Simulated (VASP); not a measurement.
# WC (P1) in VASP: single point with PBE+D3(BJ)

Aim: the single point of WC with PBE+D3(BJ).

Everything below comes from runs of VASP 6.6.1. Logs are shortened: lines on timing, memory, paths and dates and some standing lists are left out, and cuts for length are marked.

## (1) The cell of the first run

The typed cell holds 16 atoms: a = 5.798 Å, b = 5.021 Å, c = 5.693 Å, α = 90.00°, β = 90.00°, γ = 90.00°.

## (2) Single point, PBE+D3(BJ)

Input file INCAR:

```
ALGO = Normal
EDIFF = 1E-6
ENCUT = 520
GGA = PE
ISIF = 2
ISMEAR = -1
IVDW = 12
LASPH = T
LCHARG = F
LREAL = Auto
LWAVE = F
NBANDS = 86
NELM = 60
PREC = Accurate
SIGMA = 0.24
```

Input file KPOINTS:

```
k-points
0
Gamma
  2 2 2
```

Input file POSCAR:

```
WC
1.0
   -2.8987930000     -5.0208570000      0.0000000000
    4.3481890000     -2.5104280000      0.0000000000
    0.0000000000      0.0000000000      5.6933650000
W C
8 8
Direct
    0.7777617291      0.4960387545     -0.0004391076
    0.7676195358      0.4874834413      0.5128250165
    0.5371640816     -0.0131945784     -0.0105210188
    0.5044966914     -0.0170113402      0.4958578977
    0.2694282971      0.4982572886      0.0185654705
    0.2807410043      0.5006475243      0.4978426642
    0.0198487078     -0.0052809813      0.0078688087
    0.0257782089     -0.0172196536      0.5076786751
    0.5022259565      0.6800415270      0.2471824659
    0.5126281756      0.6461317498      0.7403003321
    0.2641833529      0.1451438413      0.2268956935
    0.2652765774      0.1690087265      0.7242816858
   -0.0035254238      0.7000800854      0.2590910648
    0.0262138828      0.6781647762      0.7587604167
    0.7943729677      0.1635445925      0.2767080628
    0.7719540944      0.1495875927      0.7377535078
```

Potentials or basis: VASP PAW PBE potentials, release 64 (W_sv, C).

On the command line:

```console
$ cat potpaw_PBE.64/W_sv/POTCAR potpaw_PBE.64/C/POTCAR > POTCAR
$ mpirun -np 1 vasp_std > vasp.out
```

OUTCAR:

```text
EDIFF = 1E-6
   ENCUT = 520
   GGA = PE
   ISIF = 2
   ISMEAR = -1
   IVDW = 12
   LASPH = T
   LREAL = Auto
   NELM = 60
   PREC = Accurate
 IVDW          = 12

 ion  position               nearest neighbor table
   1  0.778  0.496  1.000-  14 2.19  13 2.20  10 2.26  16 2.29  15 2.30   9 2.32   2 2.77   3 2.83
                             5 2.85   7 2.87   7 2.88   3 2.91   2 2.92   5 2.95
   2  0.768  0.487  0.513-  15 2.12  10 2.12  16 2.13  13 2.23  14 2.26   9 2.36   1 2.77   6 2.82
                             8 2.90   4 2.92   1 2.92   8 2.94   4 2.96   6 2.98
   3  0.537  0.987  0.989-   9 2.14  16 2.14  10 2.23  11 2.23  12 2.37  15 2.38   7 2.80   4 2.82
                             1 2.83   4 2.89   5 2.91   1 2.91   7 3.00   5 3.01
   4  0.504  0.983  0.496-   9 2.08  12 2.12  10 2.19  11 2.22  16 2.24  15 2.28   6 2.75   8 2.78
                             3 2.82   3 2.89   6 2.90   2 2.92   2 2.96   8 3.02
   5  0.269  0.498  0.019-   9 2.09  11 2.13  14 2.23  10 2.25  13 2.33  12 2.35   6 2.73   1 2.85
                             7 2.88   3 2.91   7 2.91   1 2.95   6 2.97   3 3.01
   6  0.281  0.501  0.498-  10 2.06  12 2.11   9 2.12  14 2.28  13 2.36  11 2.36   5 2.73   4 2.75
                             2 2.82   8 2.84   4 2.90   5 2.97   2 2.98   8 2.99
   7  0.020  0.995  0.008-  11 2.03  13 2.06  14 2.13  15 2.18  16 2.24  12 2.32   3 2.80   8 2.85
                             8 2.85   1 2.87   1 2.88   5 2.88   5 2.91   3 3.00
   8  0.026  0.983  0.508-  13 2.01  12 2.08  15 2.09  14 2.09  16 2.14  11 2.27   4 2.78   6 2.84
                             7 2.85   7 2.85   2 2.90   2 2.94   6 2.99   4 3.02
   9  0.502  0.680  0.247-   4 2.08   5 2.09   6 2.12   3 2.14   1 2.32   2 2.36
  10  0.513  0.646  0.740-   6 2.06   2 2.12   4 2.19   3 2.23   5 2.25   1 2.26
  11  0.264  0.145  0.227-   7 2.03   5 2.13   4 2.22   3 2.23   8 2.27   6 2.36
  12  0.265  0.169  0.724-   8 2.08   6 2.11   4 2.12   7 2.32   5 2.35   3 2.37
  13  0.996  0.700  0.259-   8 2.01   7 2.06   1 2.20   2 2.23   5 2.33   6 2.36
  14  0.026  0.678  0.759-   8 2.09   7 2.13   1 2.19   5 2.23   2 2.26   6 2.28
  15  0.794  0.164  0.277-   8 2.09   2 2.12   7 2.18   4 2.28   1 2.30   3 2.38
  16  0.772  0.150  0.738-   2 2.13   3 2.14   8 2.14   4 2.24   7 2.24   1 2.29

  LATTYP: Found a simple orthorhombic cell.
 ALAT       =     5.0208561345
 B/A-ratio  =     1.1339430662
 C/A-ratio  =     1.1547007234

  Lattice vectors:

 A1 = (   4.3481890000,  -2.5104280000,   0.0000000000)
 A2 = (   0.0000000000,   0.0000000000,   5.6933650000)
 A3 = (  -2.8987930000,  -5.0208570000,   0.0000000000)

Analysis of symmetry for initial positions (statically):
=====================================================================
 Subroutine PRICEL returns:
 Original cell was already a primitive cell.

 Routine SETGRP: Setting up the symmetry group for a
 simple orthorhombic supercell.

[... 142 lines left out ...]
   EMIN   =  10.00;   EMAX   =-10.00  energy-range for DOS
   EFERMI =   0.00;   METHOD = LEGACY
   ISMEAR =    -1;   SIGMA  =   0.24  broadening in eV -4-tet -1-fermi 0-gaus
   EFERMI_NEDOS =   21; number of points for ismear=-14 and -15
   IALGO  =     38    algorithm
   IMIX   =      4    mixing-type and parameters
     AMIX     =   0.40;   BMIX     =  1.00
     AMIX_MAG =   1.60;   BMIX_MAG =  1.00
  volume/ion in A,a.u.               =      10.36        69.90
  Fermi-wavevector in a.u.,A,eV,Ry     =   1.562180  2.952092 33.203731  2.440405
  Thomas-Fermi vector in A             =   2.665136
   LORBIT       =      0    0 simple, 1 ext, 2 COOP (PROOUT), +10 PAW based schemes
   GGA     = PE    functional components
   LHFCALC =     F    Hartree Fock is set to
   AEXX    =    0.0000 exact exchange contribution
   IVDW    =    12    specifies the selected vdW correction
   LEPSILON=     F    determine dielectric tensor
   LRPA    =     F    only Hartree local field effects (RPA)
 non-spin polarized calculation
  energy-cutoff  :      520.00
  volume of cell :      165.73
 maximum number of plane-waves:      4490
 NGX is ok and might be reduce to    48
   NGX = 21   NGY = 19   NGZ = 21

 number of electron     144.0000002 magnetization

 Free energy of the ion-electron system (eV)
  ---------------------------------------------------
  ext. energy  EPLUGINS =         0.00000000
  ---------------------------------------------------
  free energy    TOTEN  =      -176.46048818 eV

  energy without entropy =     -175.70317610  energy(sigma->0) =     -176.08183214

 E-fermi :  11.5675     XC(G=0): -13.7940

 val. band max:       11.5617723562   @ k =   0.5000   0.0000   0.0000
 cond. band min:      11.6432268508   @ k =   0.0000   0.5000   0.0000
 fundamental gap:      0.0814544946
 Fermi energy:        11.5674629343

 k-point     1 :       0.0000    0.0000    0.0000
  band No.  band energies     occupation
      1     -62.9120      2.00000
      2     -62.8460      2.00000
      3     -62.8153      2.00000
      4     -62.7897      2.00000
      5     -62.7565      2.00000
      6     -62.7167      2.00000
[... 685 lines left out ...]
     83      15.1145      0.00000
     84      15.1783      0.00000
 [bands above 84 left out]

------------------------ aborting loop because EDIFF is reached ----------------------------------------

 Edisp (eV)   -7.40382

 E8    (eV) :    -3.3949

  FORCE on cell =-STRESS in cart. coord.  units (eV):
  Direction    XX          YY          ZZ          XY          YZ          ZX
  --------------------------------------------------------------------------------------
  -------------------------------------------------------------------------------------
  Total       8.15071    10.08627     4.79100    -3.99564    -2.28735     0.59382
  in kB      78.79745    97.50955    46.31726   -38.62811   -22.11308     5.74078
  external pressure =       74.21 kB  Pullay stress =        0.00 kB

 VOLUME and BASIS-vectors are now :
 -----------------------------------------------------------------------------
  energy-cutoff  :      520.00
  volume of cell :      165.73
      direct lattice vectors                 reciprocal lattice vectors
    -2.898793000 -5.020857000  0.000000000    -0.086242786 -0.149376892  0.000000000
     4.348189000 -2.510428000  0.000000000     0.172485606 -0.099584606  0.000000000
     0.000000000  0.000000000  5.693365000     0.000000000  0.000000000  0.175643051

 POSITION                                       TOTAL-FORCE (eV/Angst)
 -----------------------------------------------------------------------------------
     -0.09770     -5.15030      5.69087         0.182943      0.985154      1.209584
     -0.10550     -5.07790      2.91970         0.541790     -1.138045     -1.775343
      2.73369     -5.17433      5.63346         2.273159      1.423561      1.151541
      2.81179     -5.00073      2.82310         0.406829     -3.569785      0.206320
      1.38550     -2.60360      0.10570        -0.313763      0.345000     -3.283651
      1.36310     -2.66640      2.83440         0.132250      3.150457      0.468018
[... 8 lines left out ...]
     -1.59160     -4.39900      1.57540         1.433165      2.034103     -2.335832
     -1.58730     -4.25140      4.20030         0.361979     -0.084600      1.249224
 -----------------------------------------------------------------------------------
    total drift:                                0.014347      0.008660      0.015927

  FREE ENERGIE OF THE ION-ELECTRON SYSTEM (eV)
  ---------------------------------------------------
  free  energy   TOTEN  =      -183.8643036215 eV

  energy  without entropy=     -183.1069915463  energy(sigma->0) =     -183.48564758
```

OSZICAR:

```text
N       E                     dE             d eps       ncg     rms          rms(c)
DAV:   1     0.192976542095E+04    0.19298E+04   -0.77821E+04  1376   0.193E+03
DAV:   2    -0.124902155395E+01   -0.19310E+04   -0.18695E+04  1376   0.619E+02
DAV:   3    -0.191834159994E+03   -0.19059E+03   -0.18105E+03  1602   0.169E+02
DAV:   4    -0.200744662346E+03   -0.89105E+01   -0.87295E+01  1632   0.329E+01
DAV:   5    -0.200999407744E+03   -0.25475E+00   -0.25345E+00  1648   0.537E+00    0.942E+01
DAV:   6    -0.177169988274E+03    0.23829E+02   -0.14624E+02  1700   0.396E+01    0.294E+01
DAV:   7    -0.176787391146E+03    0.38260E+00   -0.99433E+00  1656   0.133E+01    0.152E+01
DAV:   8    -0.176587877623E+03    0.19951E+00   -0.28042E+00  1688   0.980E+00    0.512E+00
DAV:   9    -0.176461651395E+03    0.12623E+00   -0.51766E-01  1688   0.401E+00    0.825E-01
DAV:  10    -0.176460779313E+03    0.87208E-03   -0.63158E-02  1712   0.127E+00    0.386E-01
DAV:  11    -0.176460566199E+03    0.21311E-03   -0.93900E-03  1664   0.408E-01    0.192E-01
DAV:  12    -0.176460485509E+03    0.80690E-04   -0.13563E-03  1712   0.223E-01    0.684E-02
DAV:  13    -0.176460492721E+03   -0.72123E-05   -0.27234E-04  1752   0.106E-01    0.328E-02
DAV:  14    -0.176460492041E+03    0.68057E-06   -0.39961E-05  1688   0.392E-02    0.196E-02
DAV:  15    -0.176460489890E+03    0.21504E-05   -0.80345E-06  1592   0.181E-02    0.859E-03
DAV:  16    -0.176460488680E+03    0.12100E-05   -0.27074E-06  1128   0.956E-03    0.325E-03
DAV:  17    -0.176460488179E+03    0.50138E-06   -0.43159E-07   832   0.454E-03
   1 F= -.18386430E+03 E0= -.18348565E+03  d E =-.757312E+00
```

stdout:

```text
POSCAR found type information on POSCAR W C
 POSCAR found :  2 types and      16 ions
 scaLAPACK will be used
 LDA part: xc-table for (Slater+PW92), standard interpolation
 POSCAR, INCAR and KPOINTS ok, starting setup
 FFT: planning ... GRIDC
 FFT: planning ... GRID_SOFT
 FFT: planning ... GRID
 WAVECAR not read
 entering main loop
```

It took 3.4 min on 1 thread of Intel Xeon Platinum 8375C at 2.90GHz (Ice Lake), shared host; peak memory 0.31 GiB.

Results:

```
Free energy                : -183.8643 eV
Pressure                   : 7.4 GPa
Largest force              : 4.731 eV/Å
Band gap on the k mesh     : zero (band 72 reaches 11.68 eV, above the bottom of band 73 at 11.28 eV)
Dispersion energy per atom : -0.463 eV
```

Forces in eV/Å, atoms in the order of the input:
```
W    0.183  0.985  1.210
W    0.542 -1.138 -1.775
W    2.273  1.424  1.152
W    0.407 -3.570  0.206
W   -0.314  0.345 -3.284
W    0.132  3.150  0.468
W    1.159 -0.353 -1.861
W    2.742 -0.703  0.012
C   -2.404 -0.822 -0.379
C    0.552 -1.089  1.731
C    0.230 -2.064  1.785
C   -0.915 -0.474  2.723
C   -4.530  1.092 -0.817
C   -1.853  1.266 -0.084
C    1.433  2.034 -2.336
C    0.362 -0.085  1.249
```

Levels at points of the mesh, in eV from the Fermi level:
```tsv
k point	band 69	band 70	band 71	band 72	band 73	band 74	band 75	band 76
(0.00, 0.00, 0.00)	-1.07	-0.72	-0.55	-0.33	-0.29	0.61	0.84	1.44
(0.50, 0.00, 0.00)	-1.14	-1.10	-0.25	-0.01	0.25	0.41	0.69	0.86
(0.00, 0.50, 0.00)	-0.97	-0.78	-0.34	0.08	0.71	1.20	1.76	1.81
(0.50, 0.50, 0.00)	-1.98	-1.80	-1.64	-1.44	1.37	1.56	1.61	1.69
(0.00, 0.00, 0.50)	-1.44	-1.32	-0.18	0.11	0.33	0.36	0.50	0.75
(0.50, 0.00, 0.50)	-1.41	-1.32	-1.25	-1.09	0.25	0.25	0.35	0.51
(0.00, 0.50, 0.50)	-1.56	-1.35	-1.26	-1.12	0.68	0.71	0.95	0.97
(0.50, 0.50, 0.50)	-1.96	-1.72	-1.55	-1.35	0.97	1.05	1.27	1.33
```

Caveat: the k points lie up to 0.63 Å⁻¹ apart; spin-orbit coupling is left out, which moves the levels of the heavy elements; pairwise dispersion overbinds metals, which lowers pressure and volume; forces of over 1 eV/Å act on the atoms, so gaps and moduli don't describe the material at rest.
